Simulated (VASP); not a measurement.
Input of a VASP 6.6.1 run:

Contents of INCAR:

```
SYSTEM = AlN
ALGO = Normal
EDIFF = 1E-7
ENCUT = 520
GGA = PE
ISIF = 2
ISMEAR = 0
LASPH = .TRUE.
LCHARG = .TRUE.
LELF = .TRUE.
LREAL = .FALSE.
LVHAR = .TRUE.
LWAVE = .FALSE.
NBANDS = 16
NELM = 80
PREC = Accurate
SIGMA = 0.02
```

KPOINTS

```
k-points
0
G
  9 9 6
  0 0 0
```

POSCAR

```
AlN
1.0
    3.0708416764      0.0000000000      0.0000000000
   -1.5354208382      2.6594269028      0.0000000000
    0.0000000000      0.0000000000      4.9011393628
Al N
2 2
Direct
    0.3333333333      0.6666666667     -0.0014092446
    0.6666666667      0.3333333333      0.4985907554
    0.3333333333      0.6666666667      0.3814092446
    0.6666666667      0.3333333333      0.8814092446
```

Potentials or basis: VASP PAW PBE potentials, release 64 (Al, N).

Launch:

```console
$ cat potpaw_PBE.64/Al/POTCAR potpaw_PBE.64/N/POTCAR > POTCAR
$ mpirun -np 1 vasp_std > vasp.out
```

Problem. Predict the pressure.

Solution. 13.2 GPa.

Problem. Predict the band gap on the k mesh.

Solution. 4.56 eV, direct.

 A k mesh can miss the band edges.
